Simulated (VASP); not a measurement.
# Gd (P6_3/mmc) in VASP: a series of runs

The runs below take Gd through single point, with PBE.

All numbers are computed with VASP 6.6.1; they aren't measurements. Logs are shortened: lines on timing, memory, paths and dates and some standing lists are left out, and cuts for length are marked.

## (1) The cell of the first run

Symmetry: P6_3/mmc, No. 194, hexagonal system. The conventional cell has a = 3.636 Å, b = 3.636 Å, c = 5.783 Å, α = 90.00°, β = 90.00°, γ = 120.00°. Gd (site symmetry -6m2) has 12 Gd at 3.57 to 3.64 Å within 4.7 Å.

## (2) Single point, PBE, collinear spin, ferromagnetic start

Input file INCAR:

```
ALGO     = Normal         # electronic algorithm
EDIFF    = 1E-6           # SCF threshold, eV
ENCUT    = 520            # plane-wave cutoff, eV
GGA      = PE             # functional
ISIF     = 2              # what is computed and relaxed
ISMEAR   = 0              # smearing method
ISPIN    = 2              # spin polarisation
LASPH    = True           # aspherical terms in the spheres
LCHARG   = True           # write CHGCAR
LELF     = True           # ELF
LMAXMIX  = 6              # l up to which the mixer works
LORBIT   = 11             # projections on sites
LREAL    = False          # projectors in reciprocal space
LVHAR    = True         
LWAVE    = False          # write WAVECAR
MAGMOM   = 7 7            # initial moments
NBANDS   = 29             # bands
NELM     = 150            # most SCF steps
PREC     = Accurate       # precision mode
SIGMA    = 0.011          # smearing width, eV
```

Input file KPOINTS:

```
k-points
0
Gamma
  8 8 5
```

Input file POSCAR:

```
Gd
1.0
    3.6360000000      0.0000000000      0.0000000000
   -1.8180000000      3.1488683682      0.0000000000
    0.0000000000      0.0000000000      5.7826000000
Gd
2
Direct
    0.6666666667      0.3333333333      0.7500000000
    0.3333333333      0.6666666667      0.2500000000
```

Potentials or basis: VASP PAW PBE potentials, release 64 (Gd).

Launch:

```sh
$ cat potpaw_PBE.64/Gd/POTCAR > POTCAR
$ mpirun -np 1 vasp_std > vasp.out
```

OUTCAR:

```text
EDIFF = 1E-6
   ENCUT = 520
   GGA = PE
   ISIF = 2
   ISMEAR = 0
   ISPIN = 2
   LASPH = True
   LORBIT = 11
   LREAL = False
   NELM = 150
   PREC = Accurate

 ion  position               nearest neighbor table
   1  0.667  0.333  0.750-
   2  0.333  0.667  0.250-

  LATTYP: Found a hexagonal cell.
 ALAT       =     3.6360000000
 C/A-ratio  =     1.5903740374

  Lattice vectors:

 A1 = (   3.6360000000,   0.0000000000,   0.0000000000)
 A2 = (  -1.8180000000,   3.1488683682,   0.0000000000)
 A3 = (   0.0000000000,   0.0000000000,   5.7826000000)

Analysis of symmetry for initial positions (statically):
=====================================================================
 Subroutine PRICEL returns:
 Original cell was already a primitive cell.

 Routine SETGRP: Setting up the symmetry group for a
 hexagonal supercell.

 Subroutine GETGRP returns: Found 24 space group operations
 (whereof 12 operations were pure point group operations)
 out of a pool of 24 trial point group operations.

The static configuration has the point symmetry D_3d.
 The point group associated with its full space group is D_6h.

Analysis of symmetry for dynamics (positions and initial velocities):
=====================================================================
 Subroutine PRICEL returns:
 Original cell was already a primitive cell.

 Routine SETGRP: Setting up the symmetry group for a
 hexagonal supercell.

 Subroutine GETGRP returns: Found 24 space group operations
 (whereof 12 operations were pure point group operations)
 out of a pool of 24 trial point group operations.

The dynamic configuration has the point symmetry D_3d.
 The point group associated with its full space group is D_6h.

Analysis of structural, dynamic, and magnetic symmetry:
=====================================================================
 Subroutine PRICEL returns:
 Original cell was already a primitive cell.

 Routine SETGRP: Setting up the symmetry group for a
 hexagonal supercell.

 Subroutine GETGRP returns: Found 24 space group operations
 (whereof 12 operations were pure point group operations)
 out of a pool of 24 trial point group operations.

The overall configuration has the point symmetry D_3d.
 The point group associated with its full space group is D_6h.

 Subroutine INISYM returns: Found 24 space group operations
 (whereof 12 operations are pure point group operations),
 and found     1 'primitive' translations

----------------------------------------------------------------------------------------

                                     Primitive cell

  volume of cell :      66.2066

  direct lattice vectors                    reciprocal lattice vectors
     3.636000000  0.000000000  0.000000000     0.275027503  0.158787203  0.000000000
    -1.818000000  3.148868368  0.000000000     0.000000000  0.317574405  0.000000000
     0.000000000  0.000000000  5.782600000     0.000000000  0.000000000  0.172932591

  length of vectors
     3.636000000  3.636000000  5.782600000     0.317574405  0.317574405  0.172932591

  position of ions in fractional coordinates (direct lattice)
     0.666666667  0.333333333  0.750000000
     0.333333333  0.666666667  0.250000000

  ion indices of the primitive-cell ions
   primitive index   ion index
                 1           1
                 2           2

----------------------------------------------------------------------------------------

 KPOINTS: k-points

Automatic generation of k-mesh.
 Grid dimensions read from file:
 generate k-points for:    8    8    5

 Generating k-lattice:

  Cartesian coordinates                     Fractional coordinates (reciprocal lattice)
     0.034378438  0.019848400  0.000000000     0.125000000  0.000000000  0.000000000
     0.000000000  0.039696801  0.000000000     0.000000000  0.125000000  0.000000000
     0.000000000  0.000000000  0.034586518     0.000000000  0.000000000  0.200000000

  Length of vectors
     0.039696801  0.039696801  0.034586518

  Shift w.r.t. Gamma in fractional coordinates (k-lattice)
     0.000000000  0.000000000  0.000000000

 Subroutine IBZKPT returns following result:
 ===========================================

 Found     30 irreducible k-points:

 Following reciprocal coordinates:
            Coordinates               Weight
  0.000000  0.000000  0.000000      1.000000
  0.125000  0.000000  0.000000      6.000000
  0.250000  0.000000  0.000000      6.000000
  0.375000  0.000000  0.000000      6.000000
  0.500000  0.000000  0.000000      3.000000
  0.125000  0.125000  0.000000      6.000000
[... 16 lines left out ...]
  0.250000  0.000000  0.400000     12.000000
  0.375000  0.000000  0.400000     12.000000
 [... further k-points ...]
   k-points           NKPTS =     30   k-points in BZ     NKDIM =     30   number of bands    NBANDS=     29
   number of dos      NEDOS =    301   number of ions     NIONS =      2
   total plane-waves  NPLWV =  37632
   dimension x,y,z NGX =    28 NGY =   28 NGZ =   48
   dimension x,y,z NGXF=    56 NGYF=   56 NGZF=   96
   ions per type =               2
   NGX,Y,Z   is equivalent  to a cutoff of  12.80, 12.80, 13.80 a.u.
   NGXF,Y,Z  is equivalent  to a cutoff of  25.60, 25.60, 27.60 a.u.
 SYSTEM =  unknown system
   PREC   = accura    normal or accurate (medium, high low for compatibility)
   ISTART =      0    job   : 0-new  1-cont  2-samecut
   ICHARG =      2    charge: 1-file 2-atom 10-const
   ISPIN  =      2    spin polarized calculation?
   LNONCOLLINEAR =      F non collinear calculations
   LSORBIT =      F    spin-orbit coupling
   LASPH  =      T    aspherical Exc in radial PAW
   ENCUT  =  520.0 eV  38.22 Ry    6.18 a.u.   6.76  6.76 10.75*2*pi/ulx,y,z
   NELM   =    150;   NELMIN=  2; NELMDL= -5     # of ELM steps
   EDIFF  = 0.1E-05   stopping-criterion for ELM
   LREAL  =      F    real-space projection
   EDIFFG = 0.1E-04   stopping-criterion for IOM
   NSW    =      0    number of steps for IOM
   IBRION =     -1    ionic relax: 0-MD 1-quasi-New 2-CG
   NFREE  =      0    steps in history (QN), initial steepest desc. (CG)
   ISIF   =      2    stress and relaxation
   ISYM   =      2    0-nonsym 1-usesym 2-fastsym
   POTIM  = 0.5000    time-step for ionic-motion
   TEBEG  =    0.0;   TEEND  =   0.0 temperature during run
   PSTRESS=    0.0 pullay stress
   NELECT =      36.0000    total number of electrons
   NUPDOWN=      -1.0000    fix difference up-down
   EMIN   =  10.00;   EMAX   =-10.00  energy-range for DOS
   EFERMI =   0.00;   METHOD = LEGACY
   ISMEAR =     0;   SIGMA  =   0.01  broadening in eV -4-tet -1-fermi 0-gaus
   EFERMI_NEDOS =   21; number of points for ismear=-14 and -15
   IALGO  =     38    algorithm
   IMIX   =      4    mixing-type and parameters
     AMIX     =   0.40;   BMIX     =  1.00
     AMIX_MAG =   1.60;   BMIX_MAG =  1.00
  volume/ion in A,a.u.               =      33.10       223.39
  Fermi-wavevector in a.u.,A,eV,Ry     =   1.336211  2.525073 24.292668  1.785461
  Thomas-Fermi vector in A             =   2.464856
   LORBIT       =     11    0 simple, 1 ext, 2 COOP (PROOUT), +10 PAW based schemes
   GGA     = PE    functional components
   LHFCALC =     F    Hartree Fock is set to
   AEXX    =    0.0000 exact exchange contribution
   IVDW    =     0    specifies the selected vdW correction
   LEPSILON=     F    determine dielectric tensor
   LRPA    =     F    only Hartree local field effects (RPA)
 spin polarized calculation
 Gauss-broadening in eV      SIGMA  =   0.01
  energy-cutoff  :      520.00
  volume of cell :       66.21
 maximum number of plane-waves:      1796
 NGX is ok and might be reduce to    28
   NGX = 13   NGY = 13   NGZ = 21

 number of electron      36.0000005 magnetization      15.1876021

 Free energy of the ion-electron system (eV)
  ---------------------------------------------------
  ext. energy  EPLUGINS =         0.00000000
  ---------------------------------------------------
  free energy    TOTEN  =       -23.41145393 eV

  energy without entropy =      -23.41133616  energy(sigma->0) =      -23.41139504

 E-fermi :   2.9743     XC(G=0):  -9.9734

 val. band max:        2.9726840457   @ k =   0.2500   0.0000   0.2000
 cond. band min:       2.9983282157   @ k =   0.1250   0.0000   0.4000
 fundamental gap:      0.0256441700
 Fermi energy:         2.9743184445

 spin component 1

 k-point     1 :       0.0000    0.0000    0.0000
  band No.  band energies     occupation
      1     -42.3584      1.00000
      2     -42.2895      1.00000
      3     -20.0999      1.00000
      4     -19.4840      1.00000
      5     -19.4840      1.00000
      6     -19.3780      1.00000
[... 21 lines left out ...]
     28       4.4674      0.00000
     29       4.9255      0.00000
[... 705 lines left out ...]
 k-point    24 :       0.3750    0.0000    0.4000
  band No.  band energies     occupation
      1     -42.2981      1.00000
      2     -42.2877      1.00000
      3     -19.9912      1.00000
      4     -19.9391      1.00000
      5     -19.6049      1.00000
      6     -19.5558      1.00000
[... 21 lines left out ...]
     28       4.2267      0.00000
     29       5.0417      0.00000

 [... further k-points ...]

 spin component 2

 k-point     1 :       0.0000    0.0000    0.0000
  band No.  band energies     occupation
      1     -39.1243      1.00000
      2     -39.0374      1.00000
      3     -17.8651      1.00000
      4     -17.1177      1.00000
      5     -17.1177      1.00000
      6     -16.9931      1.00000
[... 21 lines left out ...]
     28       5.6434      0.00000
     29       6.1060      0.00000
[... 705 lines left out ...]
 k-point    24 :       0.3750    0.0000    0.4000
  band No.  band energies     occupation
      1     -39.0480      1.00000
      2     -39.0349      1.00000
      3     -17.7345      1.00000
      4     -17.6721      1.00000
      5     -17.2671      1.00000
      6     -17.2063      1.00000
[... 21 lines left out ...]
     28       5.3988      0.00000
     29       6.1609      0.00000

 [... further k-points ...]
[... 5 lines left out ...]
  --------------------------------------------------------------------------------------
  -------------------------------------------------------------------------------------
  Total        0.1692884      0.1692884      0.3159129     -0.0000000      0.0000000     -0.0000000
  in kB        4.0967203      4.0967203      7.6449819     -0.0000000      0.0000000     -0.0000000
  external PRESSURE =       5.2794742 kB  Pullay stress =       0.0000000 kB

 VOLUME and BASIS-vectors are now :
 -----------------------------------------------------------------------------
  energy-cutoff  :      520.00
  volume of cell :       66.21
      direct lattice vectors                 reciprocal lattice vectors
     3.636000000  0.000000000  0.000000000     0.275027503  0.158787203  0.000000000
    -1.818000000  3.148868368  0.000000000     0.000000000  0.317574405  0.000000000
     0.000000000  0.000000000  5.782600000     0.000000000  0.000000000  0.172932591

 POSITION                                       TOTAL-FORCE (eV/Angst)
 -----------------------------------------------------------------------------------
      1.81800      1.04962      4.33695        -0.000000      0.000000      0.000000
     -0.00000      2.09925      1.44565         0.000000      0.000000      0.000000
 -----------------------------------------------------------------------------------
    total drift:                                0.000000     -0.000000      0.000000

  FREE ENERGIE OF THE ION-ELECTRON SYSTEM (eV)
  ---------------------------------------------------
  free  energy   TOTEN  =       -23.4114539304 eV

  energy  without entropy=      -23.4113361558  energy(sigma->0) =      -23.41139504

 total charge

# of ion       s       p       d       f       tot
--------------------------------------------------
    1        2.074   5.569   0.569   6.978  15.190
    2        2.074   5.569   0.569   6.978  15.190
--------------------------------------------------
tot          4.148  11.137   1.138  13.956  30.380

 magnetization (x)

# of ion       s       p       d       f       tot
--------------------------------------------------
    1        0.004  -0.053   0.206   6.826   6.982
    2        0.004  -0.053   0.206   6.826   6.982
--------------------------------------------------
tot          0.007  -0.106   0.412  13.651  13.965
```

Run time: 16 min. Hardware: 1 thread of Intel Xeon 8259CL, shared host; peak memory 0.28 GiB.

What came out:

```yaml
Free_energy: -23.4115 eV
Pressure: 0.5 GPa
Net_moment: 15.19 μB per cell
Site_moments: Gd +6.98 μB
Valence_electrons_inside_the_program's_atomic_spheres: Gd 15.19
```

Stress tensor (GPa, compression positive):
```
0.41 0.00 0.00
0.00 0.41 0.00
0.00 0.00 0.76
```

Caveat: spin-orbit coupling is left out, which moves the levels of the heavy elements; semilocal functionals describe open f shells poorly, which spoils levels, moments and volumes. The state reached can hang on the start; a lower one may exist.

## (3) Single point, PBE, collinear spin, ferromagnetic start

This run uses another cell than the first one, of 33.66 Å³/atom.

Input file INCAR:

```
PREC = Accurate ; ENCUT = 520
EDIFF = 1E-7 ; ISMEAR = -1
SIGMA = 0.05 ; LREAL = F
LASPH = T ; NELM = 150
ALGO = Normal ; ISIF = 2
LWAVE = F ; LCHARG = F
ISPIN = 2 ; MAGMOM = 7 7
LORBIT = 11 ; LMAXMIX = 6
GGA = PE ; NBANDS = 29
```

Input file KPOINTS:

```
regular mesh
0
Gamma
  8 8 5
```

Input file POSCAR:

```
Gd
1.0
    3.6492690578      0.0000000000      0.0000000000
   -1.8246345289      3.1603597093      0.0000000000
    0.0000000000      0.0000000000      5.8366445789
Gd
2
Direct
    0.6666666667      0.3333333333      0.7500000000
    0.3333333333      0.6666666667      0.2500000000
```

Potentials or basis: VASP PAW PBE potentials, release 64 (Gd).

Launch:

```sh
$ cat potpaw_PBE.64/Gd/POTCAR > POTCAR
$ mpirun -np 1 vasp_std > vasp.out
```

Run time: 20 min. Hardware: 1 thread of Intel Xeon 8259CL, shared host; peak memory 0.28 GiB.

It converged, with:

```
Free energy                                           : -23.4255 eV
Pressure                                              : -0.1 GPa
Net moment                                            : 15.25 μB per cell
Site moments                                          : Gd +6.99 μB
Valence electrons inside the program's atomic spheres : Gd 15.19
```

Levels at points of the mesh, in eV from the Fermi level:
Spin up:
| k point | band 23 | band 24 | band 25 | band 26 | band 27 | band 28 | band 29 |
| --- | --- | --- | --- | --- | --- | --- | --- |
| (0.00, 0.00, 0.00) | -4.80 | -2.47 | 0.94 | 1.33 | 1.33 | 1.44 | 1.93 |
| (0.50, 0.00, 0.00) | -2.16 | -1.70 | -1.27 | -0.13 | 1.04 | 1.09 | 1.72 |
Spin down:
| k point | band 8 | band 9 | band 10 | band 11 | band 12 | band 13 |
| --- | --- | --- | --- | --- | --- | --- |
| (0.00, 0.00, 0.00) | -19.98 | -4.16 | -1.42 | 0.32 | 0.35 | 0.40 |
| (0.50, 0.00, 0.00) | -20.07 | -1.05 | -0.87 | -0.57 | 0.35 | 0.41 |

Caveat: spin-orbit coupling is left out, which moves the levels of the heavy elements; semilocal functionals describe open f shells poorly, which spoils levels, moments and volumes. The state reached can hang on the start; a lower one may exist.
